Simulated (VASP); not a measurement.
# Ag (P6_3/mmc) in VASP: relaxation of the atoms with PBE

Aim: the relaxation of the atoms of Ag with PBE.

All numbers are computed with VASP 6.6.1; they aren't measurements. Logs are shortened: lines on timing, memory, paths and dates and some standing lists are left out, and cuts for length are marked.

### Step 1. The cell of the first run

Symmetry: P6_3/mmc, No. 194, hexagonal system. The conventional cell has a = 2.890 Å, b = 2.890 Å, c = 4.725 Å, α = 90.00°, β = 90.00°, γ = 120.00°. Within 3.8 Å of Ag (site symmetry -6m2) lie 12 Ag at 2.89 Å.

This isn't the form of Ag at room conditions, which is fcc.

### Step 2. Relaxation of the atoms, PBE (17.09 Å³/atom)

File INCAR:

```
ALGO = Normal
EDIFF = 1E-6
EDIFFG = -0.02
ENCUT = 520
GGA = PE
IBRION = 2
ISIF = 2
ISMEAR = -1
LASPH = T
LCHARG = F
LREAL = F
LWAVE = F
NELM = 60
NSW = 80
PREC = Accurate
SIGMA = 0.05
```

File KPOINTS:

```
k-points
0
Gamma
  18 18 10
```

File POSCAR:

```
Ag
1.0
    2.8904005511      0.0000000000      0.0000000000
   -1.4452002756      2.5031603044      0.0000000000
    0.0000000000      0.0000000000      4.7252623344
Ag
2
Direct
    0.3333333333      0.6666666667      0.2500000000
    0.6666666667      0.3333333333      0.7500000000
```

Potentials or basis: VASP PAW PBE potentials, release 64 (Ag).

Started as:

```
$ cat potpaw_PBE.64/Ag/POTCAR > POTCAR
$ mpirun -np 1 vasp_std > vasp.out
```

OUTCAR:

```text
EDIFF = 1E-6
   EDIFFG = -0.02
   ENCUT = 520
   GGA = PE
   IBRION = 2
   ISIF = 2
   ISMEAR = -1
   LASPH = T
   LREAL = F
   NELM = 60
   NSW = 80
   PREC = Accurate

 ion  position               nearest neighbor table
   1  0.333  0.667  0.250-   2 2.89   2 2.89   2 2.89   2 2.89   2 2.89   2 2.89
   2  0.667  0.333  0.750-   1 2.89   1 2.89   1 2.89   1 2.89   1 2.89   1 2.89

  LATTYP: Found a hexagonal cell.
 ALAT       =     2.8904005511
 C/A-ratio  =     1.6348122867

  Lattice vectors:

 A1 = (   2.8904005511,   0.0000000000,   0.0000000000)
 A2 = (  -1.4452002756,   2.5031603044,   0.0000000000)
 A3 = (   0.0000000000,   0.0000000000,   4.7252623344)

Analysis of symmetry for initial positions (statically):
=====================================================================
 Subroutine PRICEL returns:
 Original cell was already a primitive cell.

 Routine SETGRP: Setting up the symmetry group for a
 hexagonal supercell.

 Subroutine GETGRP returns: Found 24 space group operations
 (whereof 12 operations were pure point group operations)
 out of a pool of 24 trial point group operations.

The static configuration has the point symmetry D_3d.
 The point group associated with its full space group is D_6h.

Analysis of symmetry for dynamics (positions and initial velocities):
=====================================================================
 Subroutine PRICEL returns:
 Original cell was already a primitive cell.

 Routine SETGRP: Setting up the symmetry group for a
 hexagonal supercell.

 Subroutine GETGRP returns: Found 24 space group operations
 (whereof 12 operations were pure point group operations)
 out of a pool of 24 trial point group operations.

The dynamic configuration has the point symmetry D_3d.
 The point group associated with its full space group is D_6h.

 Subroutine INISYM returns: Found 24 space group operations
 (whereof 12 operations are pure point group operations),
 and found     1 'primitive' translations

----------------------------------------------------------------------------------------

                                     Primitive cell

  volume of cell :      34.1879

  direct lattice vectors                    reciprocal lattice vectors
     2.890400551  0.000000000  0.000000000     0.345972810  0.199747495  0.000000000
    -1.445200276  2.503160304  0.000000000     0.000000000  0.399494990  0.000000000
     0.000000000  0.000000000  4.725262334     0.000000000  0.000000000  0.211628462

  length of vectors
     2.890400551  2.890400551  4.725262334     0.399494990  0.399494990  0.211628462

  position of ions in fractional coordinates (direct lattice)
     0.333333333  0.666666667  0.250000000
     0.666666667  0.333333333  0.750000000

  ion indices of the primitive-cell ions
   primitive index   ion index
                 1           1
                 2           2

----------------------------------------------------------------------------------------

 KPOINTS: k-points

Automatic generation of k-mesh.
 Grid dimensions read from file:
 generate k-points for:   18   18   10

 Generating k-lattice:

  Cartesian coordinates                     Fractional coordinates (reciprocal lattice)
     0.019220712  0.011097083  0.000000000     0.055555556 -0.000000000  0.000000000
     0.000000000  0.022194166  0.000000000     0.000000000  0.055555556  0.000000000
     0.000000000  0.000000000  0.021162846     0.000000000  0.000000000  0.100000000

  Length of vectors
     0.022194166  0.022194166  0.021162846

  Shift w.r.t. Gamma in fractional coordinates (k-lattice)
     0.000000000  0.000000000  0.000000000

 Subroutine IBZKPT returns following result:
 ===========================================

 Found    222 irreducible k-points:

 Following reciprocal coordinates:
            Coordinates               Weight
  0.000000  0.000000  0.000000      1.000000
  0.055556 -0.000000  0.000000      6.000000
  0.111111 -0.000000  0.000000      6.000000
  0.166667 -0.000000  0.000000      6.000000
  0.222222 -0.000000  0.000000      6.000000
  0.277778 -0.000000  0.000000      6.000000
[... 16 lines left out ...]
  0.333333  0.111111  0.000000     12.000000
  0.388889  0.111111  0.000000     12.000000
 [... further k-points ...]
   k-points           NKPTS =    222   k-points in BZ     NKDIM =    222   number of bands    NBANDS=     15
   number of dos      NEDOS =    301   number of ions     NIONS =      2
   total plane-waves  NPLWV =  20736
   dimension x,y,z NGX =    24 NGY =   24 NGZ =   36
   dimension x,y,z NGXF=    48 NGYF=   48 NGZF=   72
   ions per type =               2
   NGX,Y,Z   is equivalent  to a cutoff of  13.80, 13.80, 12.67 a.u.
   NGXF,Y,Z  is equivalent  to a cutoff of  27.61, 27.61, 25.33 a.u.
 SYSTEM =  unknown system
   PREC   = accura    normal or accurate (medium, high low for compatibility)
   ISTART =      0    job   : 0-new  1-cont  2-samecut
   ICHARG =      2    charge: 1-file 2-atom 10-const
   ISPIN  =      1    spin polarized calculation?
   LNONCOLLINEAR =      F non collinear calculations
   LSORBIT =      F    spin-orbit coupling
   LASPH  =      T    aspherical Exc in radial PAW
   ENCUT  =  520.0 eV  38.22 Ry    6.18 a.u.   5.37  5.37  8.79*2*pi/ulx,y,z
   NELM   =     60;   NELMIN=  2; NELMDL= -5     # of ELM steps
   EDIFF  = 0.1E-05   stopping-criterion for ELM
   LREAL  =      F    real-space projection
   EDIFFG = -.2E-01   stopping-criterion for IOM
   NSW    =     80    number of steps for IOM
   IBRION =      2    ionic relax: 0-MD 1-quasi-New 2-CG
   NFREE  =      1    steps in history (QN), initial steepest desc. (CG)
   ISIF   =      2    stress and relaxation
   ISYM   =      2    0-nonsym 1-usesym 2-fastsym
   POTIM  = 0.5000    time-step for ionic-motion
   TEBEG  =    0.0;   TEEND  =   0.0 temperature during run
   PSTRESS=    0.0 pullay stress
   NELECT =      22.0000    total number of electrons
   NUPDOWN=      -1.0000    fix difference up-down
   EMIN   =  10.00;   EMAX   =-10.00  energy-range for DOS
   EFERMI =   0.00;   METHOD = LEGACY
   ISMEAR =    -1;   SIGMA  =   0.05  broadening in eV -4-tet -1-fermi 0-gaus
   EFERMI_NEDOS =   21; number of points for ismear=-14 and -15
   IALGO  =     38    algorithm
   IMIX   =      4    mixing-type and parameters
     AMIX     =   0.40;   BMIX     =  1.00
     AMIX_MAG =   1.60;   BMIX_MAG =  1.00
  volume/ion in A,a.u.               =      17.09       115.36
  Fermi-wavevector in a.u.,A,eV,Ry     =   1.413378  2.670896 27.179489  1.997636
  Thomas-Fermi vector in A             =   2.535029
   LORBIT       =      0    0 simple, 1 ext, 2 COOP (PROOUT), +10 PAW based schemes
   GGA     = PE    functional components
   LHFCALC =     F    Hartree Fock is set to
   AEXX    =    0.0000 exact exchange contribution
   IVDW    =     0    specifies the selected vdW correction
   LEPSILON=     F    determine dielectric tensor
   LRPA    =     F    only Hartree local field effects (RPA)
 conjugate gradient relaxation of ions
 non-spin polarized calculation
  energy-cutoff  :      520.00
  volume of cell :       34.19
 maximum number of plane-waves:       954
 NGX is ok and might be reduce to    24
   NGX = 11   NGY = 11   NGZ = 17

 number of electron      22.0000002 magnetization

 Free energy of the ion-electron system (eV)
  ---------------------------------------------------
  ext. energy  EPLUGINS =         0.00000000
  ---------------------------------------------------
  free energy    TOTEN  =        -5.40708284 eV

  energy without entropy =       -5.40079576  energy(sigma->0) =       -5.40393930

 E-fermi :   8.3811     XC(G=0): -12.1933

 val. band max:        8.3777172601   @ k =   0.3889   0.1111   0.3000
 cond. band min:       8.4160118049   @ k =   0.3889   0.0556   0.5000
 fundamental gap:      0.0382945448
 Fermi energy:         8.3811333927

 k-point     1 :       0.0000    0.0000    0.0000
  band No.  band energies     occupation
      1       0.6458      2.00000
      2       2.0113      2.00000
      3       3.5891      2.00000
      4       3.6879      2.00000
      5       3.6879      2.00000
      6       3.9248      2.00000
      7       3.9248      2.00000
      8       4.2766      2.00000
      9       4.2766      2.00000
     10       5.2831      2.00000
     11       5.2831      2.00000
     12       7.9955      1.99911
     13      11.9626      0.00000
     14      24.0478      0.00000
     15      25.9544      0.00000

 k-point     2 :       0.0556   -0.0000    0.0000
  band No.  band energies     occupation
      1       0.7317      2.00000
      2       2.0618      2.00000
      3       3.5288      2.00000
      4       3.7335      2.00000
      5       3.7446      2.00000
      6       3.9068      2.00000
      7       3.9664      2.00000
      8       4.2350      2.00000
      9       4.2497      2.00000
     10       5.1183      2.00000
     11       5.2948      2.00000
     12       8.2628      1.82835
     13      11.9801      0.00000
     14      23.8815      0.00000
     15      25.3475      0.00000

 k-point     3 :       0.1111   -0.0000    0.0000
  band No.  band energies     occupation
      1       0.9820      2.00000
      2       2.1995      2.00000
      3       3.4227      2.00000
      4       3.8123      2.00000
      5       3.8669      2.00000
      6       3.9042      2.00000
      7       4.0877      2.00000
      8       4.0920      2.00000
      9       4.1760      2.00000
     10       4.7865      2.00000
     11       5.3246      2.00000
     12       8.9224      0.00004
     13      12.0376      0.00000
     14      22.7016      0.00000
     15      24.7123      0.00000
[... 343 lines left out ...]
 k-point    23 :       0.3333    0.1111    0.0000
  band No.  band energies     occupation
      1       2.3535      2.00000
      2       2.6055      2.00000
      3       2.6056      2.00000
      4       3.5845      2.00000
      5       3.9537      2.00000
      6       3.9947      2.00000
      7       4.0439      2.00000
      8       5.0283      2.00000
      9       5.3302      2.00000
     10       5.4031      2.00000
     11       6.9170      2.00000
     12      12.7863      0.00000
     13      14.3243      0.00000
     14      14.4006      0.00000
     15      17.8362      0.00000

 k-point    24 :       0.3889    0.1111    0.0000
  band No.  band energies     occupation
      1       2.2733      2.00000
      2       2.4851      2.00000
      3       2.5885      2.00000
      4       3.5666      2.00000
      5       3.9157      2.00000
      6       4.1106      2.00000
      7       4.2043      2.00000
      8       5.2723      2.00000
      9       5.4063      2.00000
     10       5.4305      2.00000
     11       8.0387      1.99788
     12      11.2292      0.00000
     13      15.0655      0.00000
     14      15.4054      0.00000
     15      17.4274      0.00000

 [... further k-points ...]

------------------------ aborting loop because EDIFF is reached ----------------------------------------

  FORCE on cell =-STRESS in cart. coord.  units (eV):
  Direction    XX          YY          ZZ          XY          YZ          ZX
  --------------------------------------------------------------------------------------
  -------------------------------------------------------------------------------------
  Total        0.9585937      0.9585937      0.9781624     -0.0000000     -0.0000000      0.0000000
  in kB       44.9233918     44.9233918     45.8404568     -0.0000000     -0.0000000      0.0000000
  external PRESSURE =      45.2290801 kB  Pullay stress =       0.0000000 kB

 VOLUME and BASIS-vectors are now :
 -----------------------------------------------------------------------------
  energy-cutoff  :      520.00
  volume of cell :       34.19
      direct lattice vectors                 reciprocal lattice vectors
     2.890400551  0.000000000  0.000000000     0.345972810  0.199747495  0.000000000
    -1.445200276  2.503160304  0.000000000     0.000000000  0.399494990  0.000000000
     0.000000000  0.000000000  4.725262334     0.000000000  0.000000000  0.211628462

 POSITION                                       TOTAL-FORCE (eV/Angst)
 -----------------------------------------------------------------------------------
     -0.00000      1.66877      1.18132         0.000000      0.000000      0.000000
      1.44520      0.83439      3.54395        -0.000000     -0.000000      0.000000
 -----------------------------------------------------------------------------------
    total drift:                               -0.000000      0.000000     -0.000000

  FREE ENERGIE OF THE ION-ELECTRON SYSTEM (eV)
  ---------------------------------------------------
  free  energy   TOTEN  =        -5.4070828389 eV

  energy  without entropy=       -5.4007957623  energy(sigma->0) =       -5.40393930

 reached required accuracy - stopping structural energy minimisation
```

Run time: 70 s. Hardware: 1 thread of Oxide Virtual Turin-like, shared host; peak memory 0.2 GiB.

What came out:

* Free energy: -5.4071 eV
* Pressure after relaxing: 4.5 GPa
* Band gap on the k mesh: zero (bands 11 and 12 overlap by 7.52 eV)

Stress tensor (GPa, compression positive):
```
4.49 0.00 0.00
0.00 4.49 0.00
0.00 0.00 4.58
```

Final structure:
```cif
data_structure
_symmetry_space_group_name_H-M 'P 1'
_symmetry_Int_Tables_number 1
_cell_length_a 2.8904
_cell_length_b 2.8904
_cell_length_c 4.7253
_cell_angle_alpha 90.000
_cell_angle_beta 90.000
_cell_angle_gamma 120.000
_cell_volume 34.19
loop_
_atom_site_label
_atom_site_type_symbol
_atom_site_fract_x
_atom_site_fract_y
_atom_site_fract_z
_atom_site_occupancy
Ag1 Ag 0.33333 0.66667 0.25000 1
Ag2 Ag 0.66667 0.33333 0.75000 1
```

The gap in the log of VASP goes by the Fermi energy; the results here count the filled bands.